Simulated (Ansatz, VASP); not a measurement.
**One calculation of Na, two programs**

```
Na
1.0
    -2.09856    2.09856    2.09856
     2.09856   -2.09856    2.09856
     2.09856    2.09856   -2.09856
Na
1
Direct
  0.00000 0.00000 0.00000
```

Alike in both runs: functional PBE; k mesh 13 × 13 × 13; occupations fermi-dirac, width 0.05 eV; no spin polarisation.

Ansatz relaxed the structure, and its values are those at the end. VASP's run is a single point on that final structure, the one shown.

|  | VASP | Ansatz |
| --- | --- | --- |
| version | VASP 6.6.1 | Ansatz 0.2.0 |
| potentials or method | VASP PAW PBE potentials, release 64 (Na_pv) | PAW with Ansatz's default frozen-core files, scalar-relativistic |
| plane-wave cutoff (eV) | 520 | 420 |
| valence electrons in the cell | 7 | 9 |

```csv
,VASP,Ansatz,Ansatz less VASP
pressure (GPa),0.0,0.0,+0.02
```

The functional is the same, so the differences come from potentials, cutoffs and numerics. VASP's potentials hold 7 valence electrons a cell and Ansatz's 9, so a difference there can come from the potentials and not from the codes.
